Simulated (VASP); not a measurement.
Input of a VASP 6.6.1 run:

Contents of INCAR:

```
SYSTEM = Al
PREC = Accurate
ENCUT = 520
EDIFF = 1E-7
ISMEAR = -1
SIGMA = 0.1
LREAL = .FALSE.
LASPH = .TRUE.
NELM = 100
ALGO = Normal
ISIF = 2
LWAVE = .FALSE.
LCHARG = .TRUE.
GGA = CA
LELF = .TRUE.
LVHAR = .TRUE.
NBANDS = 10
```

The input KPOINTS:

```
Automatic mesh
0
G
  14 14 8
  0 0 0
```

The input POSCAR:

```
Al
1.0
    2.7976542191      0.0000000000      0.0000000000
   -1.3988271096      2.4228396248      0.0000000000
    0.0000000000      0.0000000000      4.5115438240
Al
2
Direct
    0.3333333333      0.6666666667      0.2500000000
    0.6666666667      0.3333333333      0.7500000000
```

Potentials or basis: VASP PAW LDA potentials, release 64 (Al).

The run is started by

```console
$ cat potpaw_LDA.64/Al/POTCAR > POTCAR
$ mpirun -np 1 vasp_std > vasp.out
```

(1) Estimate the band gap on the k mesh.

(2) What does it give for the pressure?

## Answers

(1) zero (band 3 reaches 13.14 eV, above the bottom of band 4 at 5.26 eV).

(2) 3.7 GPa.
